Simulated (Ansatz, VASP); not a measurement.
**NaI: VASP beside Ansatz**

```xyz
2
Lattice="3.9714 0.0000 0.0000 0.0000 3.9714 0.0000 0.0000 0.0000 4.0405" Properties=species:S:1:pos:R:3 pbc="T T T"
Na    0.0000    0.0000    0.0000
I     1.9857    1.9857    2.0203
```

Change from the starting cell: biaxial_xy strain -1.7%.

Alike in both runs: task single point; functional r2SCAN; k mesh 6 × 6 × 6; no spin polarisation.

|  | VASP | Ansatz |
| --- | --- | --- |
| version | VASP 6.6.1 | Ansatz 0.2.0 |
| potentials or method | VASP PAW PBE potentials, release 64 (Na_pv, I) | plane waves, PAW |
| plane-wave cutoff (eV) | 520 | 500 |
| occupations | gaussian, width 0.01 eV | fixed |
| valence electrons in the cell | 14 | 26 |

Ansatz gave:

```
gap on the k mesh at the Fermi level (eV)                     : 3.07
pressure (GPa)                                                : 0.7
traceless stress, the component that is largest in VASP (GPa) : -0.66
```

Task: Which values does VASP return?

Result: gap on the k mesh at the Fermi level (eV): 3.09; pressure (GPa): 0.6; traceless stress, the component that is largest in VASP (GPa): -0.65.

VASP's potentials were made for PBE, not for r2SCAN. VASP's potentials hold 14 valence electrons a cell and Ansatz's 26, so a difference there can come from the potentials and not from the codes.

Neither program's run includes spin-orbit coupling.
